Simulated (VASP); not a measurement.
Set up this calculation in VASP 6.6.1, as the native input.

```yaml
Task: single point
Functional: PBE
Potentials_or_basis: VASP PAW PBE potentials, release 64 (Si, Ni)
Cutoff: 520 eV
k_mesh: 7 × 7 × 7
Occupations: fermi-dirac, width 0.05 eV
Spin: no spin polarisation
Dipole_correction: no
Further_INCAR_settings: ALGO = Normal; EDIFF = 1e-06; NBANDS = 25
```

The structure of SiNi3 lies in POSCAR:

```
SiNi3
1.0
    3.5420000000      0.0000000000      0.0000000000
    0.0000000000      3.5420000000      0.0000000000
    0.0000000000      0.0000000000      3.5420000000
Si Ni
1 3
Direct
    0.0000000000      0.0000000000      0.0000000000
    0.0000000000      0.5000000000      0.5000000000
    0.5000000000      0.0000000000      0.5000000000
    0.5000000000      0.5000000000      0.0000000000
```

The input as run:

INCAR

```
PREC = Accurate
ENCUT = 520
EDIFF = 1E-6
ISMEAR = -1
SIGMA = 0.05
LREAL = False
LASPH = True
NELM = 80
ALGO = Normal
ISIF = 2
LWAVE = False
LCHARG = False
GGA = PE
NBANDS = 25
```

KPOINTS

```
Automatic mesh
0
Gamma
  7 7 7
```

Potentials or basis: VASP PAW PBE potentials, release 64 (Si, Ni).

The run is started by

```sh
$ cat potpaw_PBE.64/Si/POTCAR potpaw_PBE.64/Ni/POTCAR > POTCAR
$ mpirun -np 1 vasp_std > vasp.out
```

It gave:

```yaml
Pressure: -6.0 GPa
Band_gap_on_the_k_mesh: zero (band 17 reaches 10.23 eV, above the bottom of band 18 at 10.06 eV)
```

It took 30 s on 1 thread of Intel(R) Xeon(R) Platinum 8488C (Sapphire Rapids), on a shared host, peak memory 0.16 GiB.
